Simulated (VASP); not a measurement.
Here is a VASP 6.6.1 calculation.

The input INCAR:

```
PREC = Accurate
ENCUT = 600
EDIFF = 1E-7
ISMEAR = 0
SIGMA = 0.02
LREAL = False
LASPH = True
NELM = 60
ALGO = Normal
ISIF = 3
LWAVE = False
LCHARG = False
GGA = PE
IBRION = 2
NSW = 50
EDIFFG = -0.003
PSTRESS = 133.0
```

KPOINTS

```
Automatic mesh
0
Gamma
  10 10 10
```

Contents of POSCAR:

```
MgO
1.0
    0.0000000000      2.0818025999      2.0818025999
    2.0818025999      0.0000000000      2.0818025999
    2.0818025999      2.0818025999      0.0000000000
Mg O
1 1
Direct
    0.0000000000      0.0000000000      0.0000000000
    0.5000000000      0.5000000000      0.5000000000
```

Potentials or basis: VASP PAW PBE potentials, release 64 (Mg, O).

The run is started by

```console
$ cat potpaw_PBE.64/Mg/POTCAR potpaw_PBE.64/O/POTCAR > POTCAR
$ mpirun -np 1 vasp_std > vasp.out
```

Q: What does it give for the relaxed volume?

A: 8.87 Å³/atom.

Q: Estimate the band gap on the k mesh.

A: 5.25 eV.

Q: Predict the relaxed cell.

A: a = 2.928 Å, b = 2.928 Å, c = 2.928 Å, α = 60.00°, β = 60.00°, γ = 60.00°.

Final structure:
```
CELL_PARAMETERS angstrom
0.00000 2.07018 2.07018
2.07018 0.00000 2.07018
2.07018 2.07018 0.00000
ATOMIC_POSITIONS crystal
Mg 0.00000 0.00000 0.00000
O 0.50000 0.50000 0.50000
```

Caveat: the cell is relaxed towards a set pressure, so the run minimises the enthalpy, not the energy.
